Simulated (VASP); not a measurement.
# SiNi (Pmmn) in VASP: single point with r2SCAN

Aim: the single point of SiNi with r2SCAN.

All numbers are computed with VASP 6.6.1; they aren't measurements. Logs are shortened: lines on timing, memory, paths and dates and some standing lists are left out, and cuts for length are marked.

## (1) The cell of the first run

The structure is orthorhombic, space group Pmmn (No. 59). Conventional cell: a = 3.063 Å, b = 3.252 Å, c = 4.685 Å, α = 90.00°, β = 90.00°, γ = 90.00°. Within 3.1 Å of Si (site symmetry mm2) lie 6 Ni at 2.34 to 2.40 Å and 6 Si at 2.67 to 3.06 Å. Ni (site symmetry mm2) has 6 Si at 2.34 to 2.40 Å and 6 Ni at 2.68 to 3.06 Å within 3.1 Å.

## (2) Single point, r2SCAN (volume scaled by 1.03, then relaxed in part)

The input, POSCAR:

```
SiNi
1.0
    3.0629462722      0.0000000000      0.0000000000
    0.0000000000      3.2524987838      0.0000000000
    0.0000000000      0.0000000000      4.6848609966
Si Ni
2 2
Direct
    0.5000000000      0.5000000000      0.8430397497
    0.0000000000      0.0000000000      0.1569602503
    0.5000000000      0.5000000000      0.3424375801
    0.0000000000      0.0000000000      0.6575624199
```

The input, INCAR.step1:

```
PREC = Accurate ; ENCUT = 520
ISMEAR = 0 ; SIGMA = 0.1
LREAL = F ; LASPH = T
NELM = 80 ; NBANDS = 22
GGA = PE ; ALGO = Normal
EDIFF = 1E-4 ; LWAVE = T
LCHARG = F
```

The input, INCAR.step2:

```
PREC = Accurate ; ENCUT = 520
EDIFF = 1E-6 ; ISMEAR = 0
SIGMA = 0.1 ; LREAL = F
LASPH = T ; NELM = 80
ALGO = Normal ; ISIF = 2
LWAVE = F ; LCHARG = F
METAGGA = R2SCAN ; LMIXTAU = T
NBANDS = 22 ; ISTART = 1
```

The input, KPOINTS:

```
regular mesh
0
Gamma
  14 12 10
```

Potentials or basis: VASP PAW PBE potentials, release 64 (Si, Ni).

Started as:

```console
$ cat potpaw_PBE.64/Si/POTCAR potpaw_PBE.64/Ni/POTCAR > POTCAR
$ cp INCAR.step1 INCAR
$ mpirun -np 1 vasp_std > vasp.out
$ cp INCAR.step2 INCAR
$ mpirun -np 1 vasp_std > vasp.out
```

OUTCAR:

```text
PREC = Accurate
   ENCUT = 520
   EDIFF = 1E-6
   ISMEAR = 0
   LREAL = F
   LASPH = T
   NELM = 80
   ISIF = 2
   METAGGA = R2SCAN
   ISTART = 1

 ion  position               nearest neighbor table
   1  0.500  0.500  0.843-   3 2.34   3 2.35   4 2.40   4 2.40   4 2.40   4 2.40   2 2.67   2 2.67
                             2 2.67   2 2.67
   2  0.000  0.000  0.157-   4 2.34   4 2.35   3 2.40   3 2.40   3 2.40   3 2.40   1 2.67   1 2.67
                             1 2.67   1 2.67
   3  0.500  0.500  0.342-   1 2.34   1 2.35   2 2.40   2 2.40   2 2.40   2 2.40   4 2.68   4 2.68
                             4 2.68   4 2.68
   4  0.000  0.000  0.658-   2 2.34   2 2.35   1 2.40   1 2.40   1 2.40   1 2.40   3 2.68   3 2.68
                             3 2.68   3 2.68

  LATTYP: Found a simple orthorhombic cell.
 ALAT       =     3.0629462722
 B/A-ratio  =     1.0618856796
 C/A-ratio  =     1.5295276444

  Lattice vectors:

 A1 = (   3.0629462722,   0.0000000000,   0.0000000000)
 A2 = (   0.0000000000,   3.2524987838,   0.0000000000)
 A3 = (   0.0000000000,   0.0000000000,   4.6848609966)

Analysis of symmetry for initial positions (statically):
=====================================================================
 Subroutine PRICEL returns:
 Original cell was already a primitive cell.

 Routine SETGRP: Setting up the symmetry group for a
 simple orthorhombic supercell.

 Subroutine GETGRP returns: Found  8 space group operations
 (whereof  4 operations were pure point group operations)
 out of a pool of  8 trial point group operations.

The static configuration has the point symmetry C_2v.
 The point group associated with its full space group is D_2h.

Analysis of symmetry for dynamics (positions and initial velocities):
=====================================================================
 Subroutine PRICEL returns:
 Original cell was already a primitive cell.

 Routine SETGRP: Setting up the symmetry group for a
 simple orthorhombic supercell.

 Subroutine GETGRP returns: Found  8 space group operations
 (whereof  4 operations were pure point group operations)
 out of a pool of  8 trial point group operations.

The dynamic configuration has the point symmetry C_2v.
 The point group associated with its full space group is D_2h.

 Subroutine INISYM returns: Found  8 space group operations
 (whereof  4 operations are pure point group operations),
 and found     1 'primitive' translations

----------------------------------------------------------------------------------------

                                     Primitive cell

  volume of cell :      46.6717

  direct lattice vectors                    reciprocal lattice vectors
     3.062946272  0.000000000  0.000000000     0.326483037  0.000000000  0.000000000
     0.000000000  3.252498784  0.000000000     0.000000000  0.307455918  0.000000000
     0.000000000  0.000000000  4.684860997     0.000000000  0.000000000  0.213453505

  length of vectors
     3.062946272  3.252498784  4.684860997     0.326483037  0.307455918  0.213453505

  position of ions in fractional coordinates (direct lattice)
     0.500000000  0.500000000  0.843039750
     0.000000000  0.000000000  0.156960250
     0.500000000  0.500000000  0.342437580
     0.000000000  0.000000000  0.657562420

  ion indices of the primitive-cell ions
   primitive index   ion index
                 1           1
                 2           2
                 3           3
                 4           4

----------------------------------------------------------------------------------------

 KPOINTS: regular mesh

Automatic generation of k-mesh.
 Grid dimensions read from file:
 generate k-points for:   14   12   10

 Generating k-lattice:

  Cartesian coordinates                     Fractional coordinates (reciprocal lattice)
     0.023320217  0.000000000  0.000000000     0.071428571  0.000000000  0.000000000
     0.000000000  0.025621327  0.000000000     0.000000000  0.083333333  0.000000000
     0.000000000  0.000000000  0.021345350     0.000000000  0.000000000  0.100000000

  Length of vectors
     0.023320217  0.025621327  0.021345350

  Shift w.r.t. Gamma in fractional coordinates (k-lattice)
     0.000000000  0.000000000  0.000000000

 Subroutine IBZKPT returns following result:
 ===========================================

 Found    336 irreducible k-points:

 Following reciprocal coordinates:
            Coordinates               Weight
  0.000000  0.000000  0.000000      1.000000
  0.071429  0.000000  0.000000      2.000000
  0.142857  0.000000  0.000000      2.000000
  0.214286  0.000000  0.000000      2.000000
  0.285714  0.000000  0.000000      2.000000
  0.357143  0.000000  0.000000      2.000000
[... 16 lines left out ...]
  0.428571  0.166667  0.000000      4.000000
  0.500000  0.166667  0.000000      2.000000
 [... further k-points ...]
   k-points           NKPTS =    336   k-points in BZ     NKDIM =    336   number of bands    NBANDS=     22
   number of dos      NEDOS =    301   number of ions     NIONS =      4
   total plane-waves  NPLWV =  20736
   dimension x,y,z NGX =    24 NGY =   24 NGZ =   36
   dimension x,y,z NGXF=    48 NGYF=   48 NGZF=   72
   ions per type =               2   2
   NGX,Y,Z   is equivalent  to a cutoff of  13.03, 12.27, 12.77 a.u.
   NGXF,Y,Z  is equivalent  to a cutoff of  26.05, 24.53, 25.55 a.u.
 SYSTEM =  unknown system
   PREC   = accura    normal or accurate (medium, high low for compatibility)
   ISTART =      1    job   : 0-new  1-cont  2-samecut
   ICHARG =      0    charge: 1-file 2-atom 10-const
   ISPIN  =      1    spin polarized calculation?
   LNONCOLLINEAR =      F non collinear calculations
   LSORBIT =      F    spin-orbit coupling
   LASPH  =      T    aspherical Exc in radial PAW
   ENCUT  =  520.0 eV  38.22 Ry    6.18 a.u.   5.70  6.05  8.71*2*pi/ulx,y,z
   NELM   =     80;   NELMIN=  2; NELMDL=  0     # of ELM steps
   EDIFF  = 0.1E-05   stopping-criterion for ELM
   LREAL  =      F    real-space projection
   EDIFFG = 0.1E-04   stopping-criterion for IOM
   NSW    =      0    number of steps for IOM
   IBRION =     -1    ionic relax: 0-MD 1-quasi-New 2-CG
   NFREE  =      0    steps in history (QN), initial steepest desc. (CG)
   ISIF   =      2    stress and relaxation
   ISYM   =      2    0-nonsym 1-usesym 2-fastsym
   POTIM  = 0.5000    time-step for ionic-motion
   TEBEG  =    0.0;   TEEND  =   0.0 temperature during run
   PSTRESS=    0.0 pullay stress
   NELECT =      28.0000    total number of electrons
   NUPDOWN=      -1.0000    fix difference up-down
   EMIN   =  10.00;   EMAX   =-10.00  energy-range for DOS
   EFERMI =   0.00;   METHOD = LEGACY
   ISMEAR =     0;   SIGMA  =   0.10  broadening in eV -4-tet -1-fermi 0-gaus
   EFERMI_NEDOS =   21; number of points for ismear=-14 and -15
   IALGO  =     38    algorithm
   IMIX   =      4    mixing-type and parameters
     AMIX     =   0.40;   BMIX     =  1.00
     AMIX_MAG =   1.60;   BMIX_MAG =  1.00
  volume/ion in A,a.u.               =      11.67        78.74
  Fermi-wavevector in a.u.,A,eV,Ry     =   1.380733  2.609207 25.938475  1.906424
  Thomas-Fermi vector in A             =   2.505583
   LORBIT       =      0    0 simple, 1 ext, 2 COOP (PROOUT), +10 PAW based schemes
   METAGGA = R2SCAN    functional components
   LHFCALC =     F    Hartree Fock is set to
   AEXX    =    0.0000 exact exchange contribution
   IVDW    =     0    specifies the selected vdW correction
   LEPSILON=     F    determine dielectric tensor
   LRPA    =     F    only Hartree local field effects (RPA)
 non-spin polarized calculation
 Gauss-broadening in eV      SIGMA  =   0.10
  energy-cutoff  :      520.00
  volume of cell :       46.67
 maximum number of plane-waves:      1280
 NGX is ok and might be reduce to    24
   NGX = 11   NGY = 13   NGZ = 17

 number of electron      28.0000019 magnetization

 Free energy of the ion-electron system (eV)
  ---------------------------------------------------
  ext. energy  EPLUGINS =         0.00000000
  ---------------------------------------------------
  free energy    TOTEN  =       -43.08413894 eV

  energy without entropy =      -43.07899441  energy(sigma->0) =      -43.08156668

 E-fermi :  11.1335     XC(G=0): -13.3834

 val. band max:       11.1283543923   @ k =   0.2143   0.0833   0.0000
 cond. band min:      11.1369936619   @ k =   0.0714   0.0000   0.3000
 fundamental gap:      0.0086392696
 Fermi energy:        11.1335348705

 k-point     1 :       0.0000    0.0000    0.0000
  band No.  band energies     occupation
      1      -3.3891      2.00000
      2       2.7285      2.00000
      3       4.4559      2.00000
      4       6.8449      2.00000
      5       7.5110      2.00000
      6       7.9620      2.00000
[... 14 lines left out ...]
     21      19.8668      0.00000
     22      21.0634      0.00000

 k-point     2 :       0.0714    0.0000    0.0000
  band No.  band energies     occupation
      1      -3.3056      2.00000
      2       2.7885      2.00000
      3       4.5229      2.00000
      4       6.8065      2.00000
      5       7.5402      2.00000
      6       7.9175      2.00000
[... 14 lines left out ...]
     21      19.9592      0.00000
     22      21.1211      0.00000

 k-point     3 :       0.1429    0.0000    0.0000
  band No.  band energies     occupation
      1      -3.0557      2.00000
      2       2.9581      2.00000
      3       4.7201      2.00000
      4       6.5667      2.00000
      5       7.6231      2.00000
      6       7.7976      2.00000
[... 14 lines left out ...]
     21      20.2353      0.00000
     22      21.2489      0.00000

 k-point     4 :       0.2143    0.0000    0.0000
  band No.  band energies     occupation
      1      -2.6419      2.00000
      2       3.1879      2.00000
      3       5.0344      2.00000
      4       5.8880      2.00000
      5       7.6936      2.00000
      6       7.7186      2.00000
[... 14 lines left out ...]
     21      21.0874      0.00000
     22      21.1367      0.00000

 k-point     5 :       0.2857    0.0000    0.0000
  band No.  band energies     occupation
      1      -2.0681      2.00000
      2       3.2617      2.00000
      3       5.0927      2.00000
      4       5.4377      2.00000
      5       7.5494      2.00000
      6       7.6099      2.00000
[... 14 lines left out ...]
     21      21.1978      0.00000
     22      21.3223      0.00000

 k-point     6 :       0.3571    0.0000    0.0000
  band No.  band energies     occupation
      1      -1.3410      2.00000
      2       2.6577      2.00000
      3       4.9673      2.00000
      4       5.8653      2.00000
      5       7.4278      2.00000
      6       7.4325      2.00000
[... 14 lines left out ...]
     21      20.1231      0.00000
     22      21.7986      0.00000

 k-point     7 :       0.4286    0.0000    0.0000
  band No.  band energies     occupation
      1      -0.4709      2.00000
      2       1.6064      2.00000
      3       5.3813      2.00000
      4       6.1287      2.00000
      5       7.1315      2.00000
      6       7.3469      2.00000
[... 324 lines left out ...]
      6       7.4717      2.00000
[... 14 lines left out ...]
     21      18.4551      0.00000
     22      21.4173      0.00000

 k-point    21 :       0.2857    0.1667    0.0000
  band No.  band energies     occupation
      1      -1.6839      2.00000
      2       3.4170      2.00000
      3       5.2992      2.00000
      4       5.6978      2.00000
      5       6.9159      2.00000
      6       7.2320      2.00000
[... 14 lines left out ...]
     21      18.8135      0.00000
     22      22.5452      0.00000

 k-point    22 :       0.3571    0.1667    0.0000
  band No.  band energies     occupation
      1      -0.9673      2.00000
      2       2.9001      2.00000
      3       5.1139      2.00000
      4       6.0933      2.00000
      5       6.9215      2.00000
      6       6.9384      2.00000
[... 14 lines left out ...]
     21      19.3027      0.00000
     22      21.5638      0.00000

 k-point    23 :       0.4286    0.1667    0.0000
  band No.  band energies     occupation
      1      -0.1117      2.00000
      2       1.9112      2.00000
      3       5.4670      2.00000
      4       6.3960      2.00000
      5       6.5435      2.00000
      6       6.8595      2.00000
[... 14 lines left out ...]
     21      19.7851      0.00000
     22      20.8327      0.00000

 k-point    24 :       0.5000    0.1667    0.0000
  band No.  band energies     occupation
      1       0.8626      2.00000
      2       0.8626      2.00000
      3       5.9747      2.00000
      4       5.9747      2.00000
      5       6.7051      2.00000
      6       6.7051      2.00000
[... 14 lines left out ...]
     21      20.3119      0.00000
     22      20.3119      0.00000

 [... further k-points ...]
[... 5 lines left out ...]
  --------------------------------------------------------------------------------------
  -------------------------------------------------------------------------------------
  Total       -1.3643664     -1.3339802     -1.3418189      0.0000000      0.0000000      0.0000000
  in kB      -46.8369248    -45.7938069    -46.0628968      0.0000000      0.0000000      0.0000000
  external PRESSURE =     -46.2312095 kB  Pullay stress =       0.0000000 kB

 VOLUME and BASIS-vectors are now :
 -----------------------------------------------------------------------------
  energy-cutoff  :      520.00
  volume of cell :       46.67
      direct lattice vectors                 reciprocal lattice vectors
     3.062946272  0.000000000  0.000000000     0.326483037  0.000000000  0.000000000
     0.000000000  3.252498784  0.000000000     0.000000000  0.307455918  0.000000000
     0.000000000  0.000000000  4.684860997     0.000000000  0.000000000  0.213453505

 POSITION                                       TOTAL-FORCE (eV/Angst)
 -----------------------------------------------------------------------------------
      1.53147      1.62625      3.94952         0.000000      0.000000     -0.000809
      0.00000      0.00000      0.73534         0.000000      0.000000      0.000809
      1.53147      1.62625      1.60427         0.000000      0.000000      0.004136
      0.00000      0.00000      3.08059         0.000000      0.000000     -0.004136
 -----------------------------------------------------------------------------------
    total drift:                                0.000000     -0.000000     -0.000000

  FREE ENERGIE OF THE ION-ELECTRON SYSTEM (eV)
  ---------------------------------------------------
  free  energy   TOTEN  =       -43.0841389382 eV

  energy  without entropy=      -43.0789944145  energy(sigma->0) =      -43.08156668
```

Wall time 9.5 min (1 thread of Intel Xeon Platinum 8488C (Sapphire Rapids), shared host); peak memory 0.4 GiB.

Results:

```
Free energy            : -43.0841 eV
Pressure               : -4.6 GPa
Largest force          : 0.004 eV/Å
Band gap on the k mesh : zero (band 14 reaches 13.37 eV, above the bottom of band 15 at 10.69 eV)
```

Forces in eV/Å, atoms in the order of the input:
```
Si   0.000  0.000 -0.001
Si   0.000  0.000  0.001
Ni   0.000  0.000  0.004
Ni   0.000  0.000 -0.004
```

Stress tensor (GPa, compression positive):
```
-4.68  0.00  0.00
 0.00 -4.58  0.00
 0.00  0.00 -4.61
```

Caveat: the PAW data sets were made with another functional, which shifts forces and pressure a little.
